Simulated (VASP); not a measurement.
A run of VASP 6.6.1 is set up as follows.

File INCAR:

```
SYSTEM = Sn2HO2
PREC = Accurate
ENCUT = 520
EDIFF = 1E-6
ISMEAR = 0
SIGMA = 0.05
LREAL = .False.
LASPH = .True.
NELM = 150
ALGO = Normal
ISIF = 2
LWAVE = .False.
LCHARG = .False.
ISPIN = 2
MAGMOM = 0 0 0 0 1
LORBIT = 11
LDIPOL = .True.
IDIPOL = 3
DIPOL = 0.5 0.5 0.323
GGA = PE
IVDW = 12
NBANDS = 32
```

KPOINTS

```
regular mesh
0
Gamma
  7 7 1
  0 0 0
```

Contents of POSCAR:

```
Sn2HO2
1.0
    3.8201633739      0.0000000000      0.0000000000
    0.0000000000      3.8201633739      0.0000000000
    0.0000000000      0.0000000000     17.8630408312
Sn O H
2 2 1
Direct
    0.7500000000      0.2500000000      0.2239260402
    0.2500000000      0.7500000000      0.3562126343
    0.2500000000      0.2500000000      0.2900693373
    0.7500000000      0.7500000000      0.2900693373
    0.3750000000      0.8750000000      0.4534483154
```

Potentials or basis: VASP PAW PBE potentials, release 64 (Sn_d, O, H).

Launch:

```bash
$ cat potpaw_PBE.64/Sn_d/POTCAR potpaw_PBE.64/O/POTCAR potpaw_PBE.64/H/POTCAR > POTCAR
$ mpirun -np 1 vasp_std > vasp.out
```

(1) What does it give for the dispersion energy per atom?

(2) What does it give for the net moment?

## Answers

(1) -0.119 eV.

(2) 0.96 μB per cell.
